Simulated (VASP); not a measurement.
# TaN (P6_3/mmc) in VASP: single point with PBE

Aim: the single point of TaN with PBE.

All numbers are computed with VASP 6.6.1; they aren't measurements. Logs are shortened: lines on timing, memory, paths and dates and some standing lists are left out, and cuts for length are marked.

## Step 1: The cell of the first run

The structure is hexagonal, space group P6_3/mmc (No. 194). The conventional cell has a = 3.048 Å, b = 3.048 Å, c = 4.918 Å, α = 90.00°, β = 90.00°, γ = 120.00°. Within 2.8 Å of Ta (site symmetry -3m) lie 6 N at 2.15 Å and 2 Ta at 2.46 Å. Within 2.8 Å of N (site symmetry -6m2) lie 6 Ta at 2.15 Å.

## Step 2: Single point, PBE

Input file INCAR:

```
SYSTEM = TaN
PREC = Accurate ; ENCUT = 520
EDIFF = 1E-6 ; ISMEAR = 0
SIGMA = 0.05 ; LREAL = Auto
LASPH = .TRUE. ; NELM = 100
ALGO = Normal ; ISIF = 2
LWAVE = .FALSE. ; LCHARG = .FALSE.
GGA = PE ; NBANDS = 222
LUSENCCL = .FALSE.
```

Input file KPOINTS:

```
regular mesh
0
G
  2 2 2
  0 0 0
```

Input file POSCAR:

```
TaN
1.0
   -4.5720000000      2.6396450000      4.9180000000
    4.5720000000     -2.6396450000      4.9180000000
    4.5720000000      7.9189360000     -4.9180000000
Ta N
24 24
Direct
    0.0000000000      0.0000000000      0.0000000000
    0.5000000000      0.5000000000      0.0000000000
    0.3333330000      0.8333330000      0.1666670000
    0.8333330000      0.3333330000      0.1666670000
    0.6666670000      0.6666670000      0.3333330000
    0.1666670000      0.1666670000      0.3333330000
    0.0000000000      0.5000000000      0.5000000000
    0.5000000000      0.0000000000      0.5000000000
    0.3333330000      0.3333330000      0.6666670000
    0.8333330000      0.8333330000      0.6666670000
    0.6666670000      0.1666670000      0.8333330000
    0.1666670000      0.6666670000      0.8333330000
    0.2500000000      0.2500000000      0.0000000000
    0.7500000000      0.7500000000      0.0000000000
    0.5833330000      0.0833330000      0.1666670000
    0.0833330000      0.5833330000      0.1666670000
    0.9166670000      0.9166670000      0.3333330000
    0.4166670000      0.4166670000      0.3333330000
    0.2500000000      0.7500000000      0.5000000000
    0.7500000000      0.2500000000      0.5000000000
    0.5833330000      0.5833330000      0.6666670000
    0.0833330000      0.0833330000      0.6666670000
    0.9166670000      0.4166670000      0.8333330000
    0.4166670000      0.9166670000      0.8333330000
    0.2916660000      0.1250000000      0.1666670000
    0.7916660000      0.6250000000      0.1666670000
    0.6250000000      0.9583340000      0.3333330000
    0.1250000000      0.4583340000      0.3333330000
    0.9583330000      0.7916670000      0.5000000000
    0.4583330000      0.2916670000      0.5000000000
    0.2916660000      0.6250000000      0.6666670000
    0.7916660000      0.1250000000      0.6666670000
    0.6250000000      0.4583340000      0.8333330000
    0.1250000000      0.9583340000      0.8333330000
    0.9583330000      0.2916670000      0.0000000000
    0.4583330000      0.7916670000      0.0000000000
    0.3750000000      0.5416660000      0.1666670000
    0.8750000000      0.0416660000      0.1666670000
    0.7083340000      0.3750000000      0.3333330000
    0.2083340000      0.8750000000      0.3333330000
    0.0416670000      0.2083330000      0.5000000000
    0.5416670000      0.7083330000      0.5000000000
    0.3750000000      0.0416660000      0.6666670000
    0.8750000000      0.5416660000      0.6666670000
    0.7083340000      0.8750000000      0.8333330000
    0.2083340000      0.3750000000      0.8333330000
    0.0416670000      0.7083330000      0.0000000000
    0.5416670000      0.2083330000      0.0000000000
```

Potentials or basis: VASP PAW PBE potentials, release 64 (Ta_pv, N).

Run with:

```bash
$ cat potpaw_PBE.64/Ta_pv/POTCAR potpaw_PBE.64/N/POTCAR > POTCAR
$ mpirun -np 1 vasp_std > vasp.out
```

OUTCAR:

```text
SYSTEM = TaN
   PREC = Accurate
   ENCUT = 520
   EDIFF = 1E-6
   ISMEAR = 0
   LREAL = Auto
   LASPH = .TRUE.
   NELM = 100
   ISIF = 2
   GGA = PE

 ion  position               nearest neighbor table
   1  0.000  0.000  0.000-  25 2.15  45 2.15  35 2.15  47 2.15  34 2.15  38 2.15  13 2.46  14 2.46
                             6 3.05  10 3.05   3 3.05  11 3.05   4 3.05  12 3.05
   2  0.500  0.500  0.000-  26 2.15  46 2.15  36 2.15  48 2.15  33 2.15  37 2.15  13 2.46  14 2.46
                             5 3.05   9 3.05   4 3.05  12 3.05  11 3.05   3 3.05
   3  0.333  0.833  0.167-  40 2.15  47 2.15  27 2.15  25 2.15  37 2.15  36 2.15  15 2.46  16 2.46
                             5 3.05   8 3.05   6 3.05   1 3.05   2 3.05  12 3.05
   4  0.833  0.333  0.167-  39 2.15  48 2.15  28 2.15  26 2.15  38 2.15  35 2.15  15 2.46  16 2.46
                             6 3.05   7 3.05   5 3.05   2 3.05   1 3.05  11 3.05
   5  0.667  0.667  0.333-  26 2.15  29 2.15  37 2.15  39 2.15  27 2.15  42 2.15  17 2.46  18 2.46
                             3 3.05   2 3.05   4 3.05   7 3.05   8 3.05  10 3.05
   6  0.167  0.167  0.333-  25 2.15  30 2.15  38 2.15  40 2.15  28 2.15  41 2.15  17 2.46  18 2.46
                             4 3.05   1 3.05   3 3.05   8 3.05   7 3.05   9 3.05
   7  0.000  0.500  0.500-  31 2.15  39 2.15  29 2.15  41 2.15  28 2.15  44 2.15  19 2.46  20 2.46
                             4 3.05  12 3.05   9 3.05   5 3.05  10 3.05   6 3.05
   8  0.500  0.000  0.500-  32 2.15  40 2.15  30 2.15  42 2.15  27 2.15  43 2.15  19 2.46  20 2.46
                             3 3.05  11 3.05  10 3.05   6 3.05   5 3.05   9 3.05
   9  0.333  0.333  0.667-  46 2.15  41 2.15  33 2.15  31 2.15  43 2.15  30 2.15  21 2.46  22 2.46
[... 53 lines left out ...]
  47  0.042  0.708  0.000-   3 2.15  23 2.15  14 2.15   1 2.15  16 2.15  12 2.15
  48  0.542  0.208  0.000-   4 2.15  24 2.15  13 2.15   2 2.15  15 2.15  11 2.15

  LATTYP: Found a face centered orthorhombic cell.
 ALAT       =     9.8360000000
 B/A-ratio  =     1.0734629211
 C/A-ratio  =     1.8592923438

  Lattice vectors:

 A1 = (   9.1440000000,   5.2792910000,   0.0000000000)
 A2 = (   4.5720000000,   7.9189360000,   4.9180000000)
 A3 = (   4.5720000000,  -2.6396450000,   4.9180000000)

Analysis of symmetry for initial positions (statically):
=====================================================================
 Subroutine PRICEL returns following result:

  LATTYP: Found a hexagonal cell.
 ALAT       =     3.0479967233
 C/A-ratio  =     1.6135236355

  Lattice vectors:

 A1 = (   1.5240030480,  -2.6396398874,  -0.0000098360)
 A2 = (  -3.0480015240,  -0.0000028063,   0.0000049180)
 A3 = (   0.0000045720,   0.0000079189,  -4.9180147540)

  12 primitive cells build up your supercell.

 Routine SETGRP: Setting up the symmetry group for a
 face centered orthorhombic supercell.

 Subroutine GETGRP returns: Found  8 space group operations
 (whereof  4 operations were pure point group operations)
 out of a pool of  8 trial point group operations.

The static configuration has the point symmetry C_2h.
 The point group associated with its full space group is D_2h.

Analysis of symmetry for dynamics (positions and initial velocities):
=====================================================================
 Subroutine PRICEL returns following result:

  LATTYP: Found a hexagonal cell.
 ALAT       =     3.0479967233
 C/A-ratio  =     1.6135236355

  Lattice vectors:

 A1 = (   1.5240030480,  -2.6396398874,  -0.0000098360)
 A2 = (  -3.0480015240,  -0.0000028063,   0.0000049180)
 A3 = (   0.0000045720,   0.0000079189,  -4.9180147540)

  12 primitive cells build up your supercell.

 Routine SETGRP: Setting up the symmetry group for a
 face centered orthorhombic supercell.

 Subroutine GETGRP returns: Found  8 space group operations
 (whereof  4 operations were pure point group operations)
 out of a pool of  8 trial point group operations.

The dynamic configuration has the point symmetry C_2h.
 The point group associated with its full space group is D_2h.

 Subroutine INISYM returns: Found  8 space group operations
 (whereof  4 operations are pure point group operations),
 and found    12 'primitive' translations

----------------------------------------------------------------------------------------

                                     Primitive cell

  volume of cell :      39.5685

  direct lattice vectors                    reciprocal lattice vectors
     1.524003048 -2.639639887 -0.000009836     0.000000349 -0.378839354 -0.000000610
    -3.048001524 -0.000002806  0.000004918    -0.328083651 -0.189419961 -0.000000610
     0.000004572  0.000007919 -4.918014754    -0.000000328  0.000000568 -0.203334079

  length of vectors
     3.047996723  3.048001524  4.918014754     0.378839354  0.378838757  0.203334079

  position of ions in fractional coordinates (direct lattice)
     0.000000000  0.000000000  0.000000000
     0.999995500  0.999995500  0.500004500
     0.333334250  0.666666250  0.749999750
     0.666659750  0.333327750  0.250006250

  ion indices of the primitive-cell ions
   primitive index   ion index
                 1           1
                 2          17
                 3          34
                 4          38

----------------------------------------------------------------------------------------

 KPOINTS: regular mesh

Automatic generation of k-mesh.
 Grid dimensions read from file:
 generate k-points for:    2    2    2

 Generating k-lattice:

  Cartesian coordinates                     Fractional coordinates (reciprocal lattice)
    -0.027340335  0.047354848  0.050833672     0.500000000 -0.000000000  0.000000000
     0.054680665  0.000000000  0.050833672    -0.000000000  0.500000000  0.000000000
     0.027340330  0.047354848  0.000000000     0.000000000  0.000000000  0.500000000

  Length of vectors
     0.074659479  0.074659476  0.054680666

  Shift w.r.t. Gamma in fractional coordinates (k-lattice)
     0.000000000  0.000000000  0.000000000

 Subroutine IBZKPT returns following result:
 ===========================================

 Found      5 irreducible k-points:

 Following reciprocal coordinates:
            Coordinates               Weight
  0.000000  0.000000  0.000000      1.000000
  0.500000  0.000000  0.000000      4.000000
  0.500000  0.500000  0.000000      1.000000
  0.000000  0.000000  0.500000      1.000000
  0.500000  0.500000  0.500000      1.000000
   k-points           NKPTS =      5   k-points in BZ     NKDIM =      5   number of bands    NBANDS=    222
   number of dos      NEDOS =    301   number of ions     NIONS =     48
   total plane-waves  NPLWV = 233280
   dimension x,y,z NGX =    54 NGY =   54 NGZ =   80
   dimension x,y,z NGXF=   108 NGYF=  108 NGZF=  160
   ions per type =              24  24
   NGX,Y,Z   is equivalent  to a cutoff of  12.44, 12.44, 12.81 a.u.
   NGXF,Y,Z  is equivalent  to a cutoff of  24.88, 24.88, 25.62 a.u.
 SYSTEM =  TaN
   PREC   = accura    normal or accurate (medium, high low for compatibility)
   ISTART =      0    job   : 0-new  1-cont  2-samecut
   ICHARG =      2    charge: 1-file 2-atom 10-const
   ISPIN  =      1    spin polarized calculation?
   LNONCOLLINEAR =      F non collinear calculations
   LSORBIT =      F    spin-orbit coupling
   LASPH  =      T    aspherical Exc in radial PAW
   ENCUT  =  520.0 eV  38.22 Ry    6.18 a.u.  13.42 13.42 19.30*2*pi/ulx,y,z
   NELM   =    100;   NELMIN=  2; NELMDL= -5     # of ELM steps
   EDIFF  = 0.1E-05   stopping-criterion for ELM
   LREAL  =      T    real-space projection
   EDIFFG = 0.1E-04   stopping-criterion for IOM
   NSW    =      0    number of steps for IOM
   IBRION =     -1    ionic relax: 0-MD 1-quasi-New 2-CG
   NFREE  =      0    steps in history (QN), initial steepest desc. (CG)
   ISIF   =      2    stress and relaxation
   ISYM   =      2    0-nonsym 1-usesym 2-fastsym
   POTIM  = 0.5000    time-step for ionic-motion
   TEBEG  =    0.0;   TEEND  =   0.0 temperature during run
   PSTRESS=    0.0 pullay stress
   NELECT =     384.0000    total number of electrons
   NUPDOWN=      -1.0000    fix difference up-down
   EMIN   =  10.00;   EMAX   =-10.00  energy-range for DOS
   EFERMI =   0.00;   METHOD = LEGACY
   ISMEAR =     0;   SIGMA  =   0.05  broadening in eV -4-tet -1-fermi 0-gaus
   EFERMI_NEDOS =   21; number of points for ismear=-14 and -15
   IALGO  =     38    algorithm
   IMIX   =      4    mixing-type and parameters
     AMIX     =   0.40;   BMIX     =  1.00
     AMIX_MAG =   1.60;   BMIX_MAG =  1.00
  volume/ion in A,a.u.               =       9.89        66.76
  Fermi-wavevector in a.u.,A,eV,Ry     =   1.525253  2.882310 31.652537  2.326396
  Thomas-Fermi vector in A             =   2.633448
   LORBIT       =      0    0 simple, 1 ext, 2 COOP (PROOUT), +10 PAW based schemes
   GGA     = PE    functional components
   LHFCALC =     F    Hartree Fock is set to
   AEXX    =    0.0000 exact exchange contribution
   IVDW    =     0    specifies the selected vdW correction
   LEPSILON=     F    determine dielectric tensor
   LRPA    =     F    only Hartree local field effects (RPA)
 non-spin polarized calculation
 Gauss-broadening in eV      SIGMA  =   0.05
  energy-cutoff  :      520.00
  volume of cell :      474.82
 maximum number of plane-waves:     12835
 NGX is ok and might be reduce to    54
   NGX = 27   NGY = 27   NGZ = 39

 number of electron     383.9999977 magnetization

 Free energy of the ion-electron system (eV)
  ---------------------------------------------------
  ext. energy  EPLUGINS =         0.00000000
  ---------------------------------------------------
  free energy    TOTEN  =      -494.60666844 eV

  energy without entropy =     -494.53468726  energy(sigma->0) =     -494.57067785

 E-fermi :   9.8780     XC(G=0): -13.7474

 val. band max:        9.8749266892   @ k =   0.5000   0.5000   0.5000
 cond. band min:       9.9159159245   @ k =   0.5000   0.5000   0.5000
 fundamental gap:      0.0409892353
 Fermi energy:         9.8780085040

 k-point     1 :       0.0000    0.0000    0.0000
  band No.  band energies     occupation
      1     -27.3027      2.00000
      2     -27.1580      2.00000
      3     -27.1579      2.00000
      4     -27.0700      2.00000
      5     -27.0388      2.00000
      6     -27.0387      2.00000
[... 1024 lines left out ...]
    203      11.0017      0.00000
    204      11.0017      0.00000
 [bands above 204 left out]

------------------------ aborting loop because EDIFF is reached ----------------------------------------

  FORCE on cell =-STRESS in cart. coord.  units (eV):
  Direction    XX          YY          ZZ          XY          YZ          ZX
  --------------------------------------------------------------------------------------
  -------------------------------------------------------------------------------------
  Total       95.2951808     93.4544660    354.5572500     -1.5940892      0.0000000      0.0000000
  in kB      321.5520057    315.3409306   1196.3731425     -5.3788930      0.0000000      0.0000000
  external PRESSURE =     611.0886929 kB  Pullay stress =       0.0000000 kB

 VOLUME and BASIS-vectors are now :
 -----------------------------------------------------------------------------
  energy-cutoff  :      520.00
  volume of cell :      474.82
      direct lattice vectors                 reciprocal lattice vectors
    -4.572000000  2.639645000  4.918000000    -0.054680670  0.094709696  0.101667344
     4.572000000 -2.639645000  4.918000000     0.109361330  0.000000000  0.101667344
     4.572000000  7.918936000 -4.918000000     0.054680660  0.094709696  0.000000000

 POSITION                                       TOTAL-FORCE (eV/Angst)
 -----------------------------------------------------------------------------------
      0.00000      0.00000      0.00000        -0.000000      0.000000      0.000000
      0.00000      0.00000      4.91800        -0.000000      0.000000      0.000000
      3.04800      0.00000      4.91800        -0.000000      0.000000      0.000000
     -1.52400      2.63965      4.91800        -0.000000      0.000000      0.000000
      1.52400      2.63964      4.91800        -0.000000      0.000000      0.000000
      1.52400      2.63964      0.00000        -0.000000      0.000000      0.000000
[... 40 lines left out ...]
      3.04800     -1.75976      3.68850         0.090144     -0.052044      0.000000
     -1.52400      0.87988      3.68850         0.090144     -0.052044     -0.000000
 -----------------------------------------------------------------------------------
    total drift:                                0.000000     -0.000000      0.000000

  FREE ENERGIE OF THE ION-ELECTRON SYSTEM (eV)
  ---------------------------------------------------
  free  energy   TOTEN  =      -494.6066684438 eV

  energy  without entropy=     -494.5346872568  energy(sigma->0) =     -494.57067785
```

Run time: 70 s. Hardware: 1 × NVIDIA H100 80GB with 1 thread of Intel Xeon Platinum 8481C at 2.70GHz (Sapphire Rapids), shared host; peak memory 1.6 GiB.

Results:

| Property | Result |
| --- | --- |
| Free energy | -494.6067 eV |
| Pressure | 61.1 GPa |
| Largest force | 0.104 eV/Å |
| Band gap on the k mesh | zero (bands 192 and 193 overlap by 0.06 eV) |

Forces on the atoms (eV/Å):
```
Ta   0.000  0.000  0.000
Ta   0.000  0.000  0.000
Ta   0.000  0.000  0.000
Ta   0.000  0.000  0.000
Ta   0.000  0.000  0.000
Ta   0.000  0.000  0.000
Ta   0.000  0.000  0.000
Ta   0.000  0.000  0.000
Ta   0.000  0.000  0.000
Ta   0.000  0.000  0.000
Ta   0.000  0.000  0.000
Ta   0.000  0.000  0.000
Ta   0.000  0.000  0.000
Ta   0.000  0.000  0.000
Ta   0.000  0.000  0.000
Ta   0.000  0.000  0.000
Ta   0.000  0.000  0.000
Ta   0.000  0.000  0.000
Ta   0.000  0.000  0.000
Ta   0.000  0.000  0.000
Ta   0.000  0.000  0.000
Ta   0.000  0.000  0.000
Ta   0.000  0.000  0.000
Ta   0.000  0.000  0.000
N   -0.090  0.052  0.000
N   -0.090  0.052  0.000
N   -0.090  0.052  0.000
N   -0.090  0.052  0.000
N   -0.090  0.052  0.000
N   -0.090  0.052  0.000
N   -0.090  0.052  0.000
N   -0.090  0.052  0.000
N   -0.090  0.052  0.000
N   -0.090  0.052  0.000
N   -0.090  0.052  0.000
N   -0.090  0.052  0.000
N    0.090 -0.052  0.000
N    0.090 -0.052  0.000
N    0.090 -0.052  0.000
N    0.090 -0.052  0.000
N    0.090 -0.052  0.000
N    0.090 -0.052  0.000
N    0.090 -0.052  0.000
N    0.090 -0.052  0.000
N    0.090 -0.052  0.000
N    0.090 -0.052  0.000
N    0.090 -0.052  0.000
N    0.090 -0.052  0.000
```

Stress tensor (GPa, compression positive):
```
 32.16  -0.54   0.00
 -0.54  31.53   0.00
  0.00   0.00 119.64
```

Levels at points of the mesh, in eV from the Fermi level:
```csv
k point,band 188,band 189,band 190,band 191,band 192,band 193,band 194,band 195,band 196,band 197
"(0.00, 0.00, 0.00)",-1.34,-0.59,-0.59,-0.02,-0.02,-0.01,-0.01,-0.01,-0.01,-0.01
"(0.50, 0.00, 0.00)",-0.28,-0.28,-0.28,-0.24,-0.24,0.09,0.09,0.22,0.22,0.30
"(0.50, 0.50, 0.00)",-0.53,-0.10,-0.10,-0.10,-0.10,0.71,0.71,0.71,0.71,0.71
"(0.00, 0.00, 0.50)",-1.08,-0.64,-0.64,0.06,0.06,0.24,0.24,0.56,0.56,0.78
"(0.50, 0.50, 0.50)",-0.03,0.00,0.00,0.00,0.00,0.04,0.04,0.04,0.04,0.05
```

Caveat: the k points lie up to 0.47 Å⁻¹ apart; spin-orbit coupling is left out, which moves the levels of the heavy elements.

The gap in the log of VASP goes by the Fermi energy; the results here count the filled bands.